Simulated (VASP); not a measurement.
Crystal: AgCl.

```
Ag Cl
1.0
     0.00000    2.77315    2.77315
     2.77315    0.00000    2.77315
     2.77315    2.77315    0.00000
Ag Cl
1 1
Direct
  0.50000 0.50000 0.50000
  0.00000 0.00000 0.00000
```

```yaml
Program: VASP 6.6.1
Task: relaxation of cell and atoms
Functional: PBE
Potentials_or_basis: VASP PAW PBE potentials, release 64 (Ag, Cl)
Cutoff: 600 eV
k_mesh: 8 × 8 × 8
Occupations: gaussian, width 0.02 eV
Spin: no spin polarisation
```

At the start: pressure 1.5 GPa; volume 21.33 Å³/atom.

Where does the relaxation end?

Over 3 steps the energy falls by 3.2 meV/atom and the volume is 22.04 Å³/atom (+3.3 %); space group Fm-3m (No. 225, to 0.05 Å).

The path:
```csv
step,energy change (eV),largest force (eV/Å),pressure (GPa),volume (Å³)
1,0.0000,0.0000,1.51,42.65
2,-0.0063,0.0000,0.16,43.90
3,-0.0064,0.0000,-0.02,44.08
```

Final structure:
```
CELL_PARAMETERS angstrom
0.00000 2.80369 2.80369
2.80369 0.00000 2.80369
2.80369 2.80369 0.00000
ATOMIC_POSITIONS crystal
Ag 0.50000 0.50000 0.50000
Cl 0.00000 0.00000 0.00000
```
